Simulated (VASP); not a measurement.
Write the native input for VASP 6.6.1 that does the following.

| Property | Result |
| --- | --- |
| Task | relaxation of cell and atoms |
| Functional | PBE |
| Potentials or basis | VASP PAW PBE potentials, release 64 (Si, P) |
| Cutoff | 600 eV |
| k mesh | 12 × 12 × 4 |
| Occupations | gaussian, width 0.1 eV |
| Spin | no spin polarisation |
| Dipole correction | no |
| Further INCAR settings | ALGO = Normal; EDIFF = 1e-06; IBRION = 2; EDIFFG = -0.01; NSW = 100; ISIF = 3 |

The structure of Si4P lies in POSCAR:

```
Si4P
1.0
    3.6810092581      0.0000000000      0.0000000000
   -1.8405046291      3.1878475291      0.0000000000
    0.0000000000      0.0000000000      9.8625100497
Si P
4 1
Direct
    0.3333333333      0.6666666667      0.7639701473
    0.3333333333      0.6666666667      0.2360298527
    0.3333333333      0.6666666667      0.5000000000
    0.3333333333      0.6666666667      0.0000000000
    0.6666666667      0.3333333333      0.5000000000
```

The cell was built from a structure type or drawn by symmetry, and may not be a known phase.

One way to write it, as run:

INCAR

```
  PREC = Accurate
  ENCUT = 600
  EDIFF = 1E-6
  ISMEAR = 0
  SIGMA = 0.1
  LREAL = F
  LASPH = T
  NELM = 80
  ALGO = Normal
  ISIF = 3
  LWAVE = F
  LCHARG = F
  GGA = PE
  IBRION = 2
  NSW = 100
  EDIFFG = -0.01
```

KPOINTS

```
Automatic mesh
0
Gamma
  12 12 4
```

Potentials or basis: VASP PAW PBE potentials, release 64 (Si, P).

Run with:

```bash
$ cat potpaw_PBE.64/Si/POTCAR potpaw_PBE.64/P/POTCAR > POTCAR
$ mpirun -np 1 vasp_std > vasp.out
```

Results of the run:

```
Relaxed volume                        : 23.00 Å³/atom
Relaxed cell                          : a = 3.669 Å, b = 3.669 Å, c = 9.867 Å, α = 90.00°, β = 90.00°, γ = 120.00°
Space group after relaxing (to 0.1 Å) : P-6m2 (No. 187)
Energy gained by relaxing             : 0.5 meV/atom
Ionic steps                           : 7
Pressure after relaxing               : 0.0 GPa
Largest force after relaxing          : 0.003 eV/Å
Band gap on the k mesh                : zero (an odd number of electrons rules out a gap without spin polarisation)
```

Run time: 9.3 min on 1 thread of Intel Xeon 8259CL, on a shared host, peak memory 0.32 GiB.
